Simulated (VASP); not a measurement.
Wanted: the native input for a VASP 6.6.1 run.

```yaml
Task: single point
Functional: LDA
Potentials_or_basis: VASP PAW LDA potentials, release 64 (B, N)
Cutoff: 520 eV
k_mesh: 12 × 12 × 6
Occupations: fermi-dirac, width 0.05 eV
Spin: no spin polarisation
Dipole_correction: no
Further_INCAR_settings: ALGO = Normal; EDIFF = 1e-06; NBANDS = 16
```

The structure of BN lies in POSCAR:

```
BN
1.0
    2.5360000000      0.0000000000      0.0000000000
   -1.2680000000      2.1962400000      0.0000000000
    0.0000000000      0.0000000000      4.1990000000
B N
2 2
Direct
    0.6666666667      0.3333333333      0.0000000000
    0.3333333333      0.6666666667      0.5000000000
    0.6666666667      0.3333333333      0.3750000000
    0.3333333333      0.6666666667      0.8750000000
```

The input as run:

INCAR

```
SYSTEM = BN
ALGO = Normal
EDIFF = 1E-6
ENCUT = 520
GGA = CA
ISIF = 2
ISMEAR = -1
LASPH = .True.
LCHARG = .False.
LREAL = .False.
LWAVE = .False.
NBANDS = 16
NELM = 100
PREC = Accurate
SIGMA = 0.05
```

KPOINTS

```
k-points
0
Gamma
  12 12 6
  0 0 0
```

Potentials or basis: VASP PAW LDA potentials, release 64 (B, N).

Command:

```bash
$ cat potpaw_LDA.64/B/POTCAR potpaw_LDA.64/N/POTCAR > POTCAR
$ mpirun -np 1 vasp_std > vasp.out
```

It gave:

The pressure is -5.2 GPa. The largest force is 0.050 eV/Å. The band gap on the k mesh is 4.97 eV, indirect (least direct gap 8.22 eV).

It took 16 s on 1 thread of Intel(R) Xeon(R) Platinum 8488C (Sapphire Rapids), with other jobs on the host, peak memory 0.13 GiB.
